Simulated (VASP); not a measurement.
A run of VASP 6.6.1:

Contents of INCAR:

```
SYSTEM = W
  PREC = Accurate
  ENCUT = 520
  EDIFF = 1E-6
  ISMEAR = 1
  SIGMA = 0.1
  LREAL = .FALSE.
  LASPH = .TRUE.
  NELM = 60
  ALGO = Normal
  ISIF = 2
  LWAVE = .FALSE.
  LCHARG = .FALSE.
  GGA = PE
  IVDW = 12
  NBANDS = 13
```

Contents of KPOINTS:

```
Automatic mesh
0
G
  12 12 12
  0 0 0
```

Contents of POSCAR:

```
W
1.0
   -1.6031677168      1.6031677168      1.6031677168
    1.6031677168     -1.6031677168      1.6031677168
    1.6031677168      1.6031677168     -1.6031677168
W
1
Direct
    0.0000000000      0.0000000000      0.0000000000
```

Potentials or basis: VASP PAW PBE potentials, release 64 (W_sv).

Launch:

```bash
$ cat potpaw_PBE.64/W_sv/POTCAR > POTCAR
$ mpirun -np 1 vasp_std > vasp.out
```

Hardware: 1 thread of Intel(R) Xeon(R) Platinum 8559C (Emerald Rapids), with other jobs on the host.

How long does it take, and how much memory?

Wall time 6.5 s on 1 thread of Intel(R) Xeon(R) Platinum 8559C (Emerald Rapids) (shared host), peak memory 0.16 GiB. Counts: scf iterations 11, k points 72.
